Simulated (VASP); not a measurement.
A run of VASP 6.6.1 is set up as follows.

Contents of INCAR:

```
ALGO = Normal ; EDIFF = 1E-6
ENCUT = 570 ; GGA_COMPAT = False
ISIF = 2 ; ISMEAR = 0
LASPH = True ; LCHARG = True
LELF = True ; LREAL = False
LVHAR = True ; LWAVE = False
NBANDS = 15 ; NELM = 120
PREC = Accurate ; SIGMA = 0.15
```

File KPOINTS:

```
k-points
0
Gamma
  22 22 22
```

File POSCAR:

```
Pt
1.0
   -2.4807686597      1.7147980337      1.7147980337
    1.7147980337     -2.4807686597      1.7147980337
    1.7147980337      1.7147980337     -2.4807686597
Pt
1
Direct
    0.0000000000      0.0000000000      0.0000000000
```

Potentials or basis: VASP PAW LDA potentials, release 64 (Pt_sv_GW).

Run with:

```sh
$ cat potpaw_LDA.64/Pt_sv_GW/POTCAR > POTCAR
$ mpirun -np 1 vasp_std > vasp.out
```

Question: What does it give for the pressure?

Answer: 491.0 GPa.

Question: What does it give for the band gap on the k mesh?

Answer: Zero (bands 9 and 10 overlap by 10.59 eV).

Stress tensor (GPa, compression positive):
```
491.00 488.02 488.02
488.02 491.00 488.02
488.02 488.02 491.00
```

Caveat: atoms lie so close that the PAW spheres overlap strongly, which falsifies energies and pressures; the cell stands under pressure; spin-orbit coupling is left out, which moves the levels of the heavy elements.
